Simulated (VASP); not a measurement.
Input of a VASP 6.6.1 run:

The input INCAR:

```
SYSTEM = Si16C
PREC = Accurate
ENCUT = 520
EDIFF = 1E-7
ISMEAR = -1
SIGMA = 0.05
LREAL = Auto
LASPH = .TRUE.
NELM = 150
ALGO = Normal
ISIF = 2
LWAVE = .FALSE.
LCHARG = .FALSE.
ISPIN = 2
MAGMOM = 0 0 0 0 0 0 0 0 0 0 0 0 0 0 0 0 1
LORBIT = 11
GGA = PE
NBANDS = 52
```

The input KPOINTS:

```
regular mesh
0
G
  2 2 2
  0 0 0
```

POSCAR

```
Si16C
1.0
    0.0000000000      5.4300000000      5.4300000000
    5.4300000000      0.0000000000      5.4300000000
    5.4300000000      5.4300000000      0.0000000000
Si C
16 1
Direct
   -0.0405156538     -0.0369060773      0.0274401473
    0.1086095764      0.0934346225      0.1479650092
    0.0338858195     -0.0101657459      0.4852302026
    0.1716298343      0.0880202578      0.6579097606
    0.0462983425      0.4234622468     -0.0452486188
    0.0605064457      0.5820165746      0.1196777164
    0.0317587477      0.4584622468      0.4674125230
    0.1725046041      0.6402578269      0.5148802947
    0.5046224678      0.0028913444     -0.0050276243
    0.6276335175      0.1554972376      0.0701197053
    0.5178821363     -0.0362062615      0.4732228361
    0.6563812155      0.1121086556      0.5792357274
    0.4140607735      0.5745395948      0.1480386740
    0.7210773481      0.6704696133      0.1177624309
    0.5216114180      0.4908195212      0.4309300184
    0.6172099448      0.6219244936      0.6455340700
    0.5611602210      0.4484346225      0.9331675875
```

Potentials or basis: VASP PAW PBE potentials, release 64 (Si, C).

Run with:

```console
$ cat potpaw_PBE.64/Si/POTCAR potpaw_PBE.64/C/POTCAR > POTCAR
$ mpirun -np 1 vasp_std > vasp.out
```

(1) What does it give for the band gap on the k mesh?

(2) What does it give for the net moment?

(3) Estimate the largest force.

(4) Predict the pressure.

## Answers

(1) zero (filled and empty bands overlap).

(2) 0.00 μB per cell.

(3) 4.220 eV/Å.

(4) 3.7 GPa.

Caveat: the k points lie up to 0.50 Å⁻¹ apart; the atoms stand as in a frame of molecular dynamics.
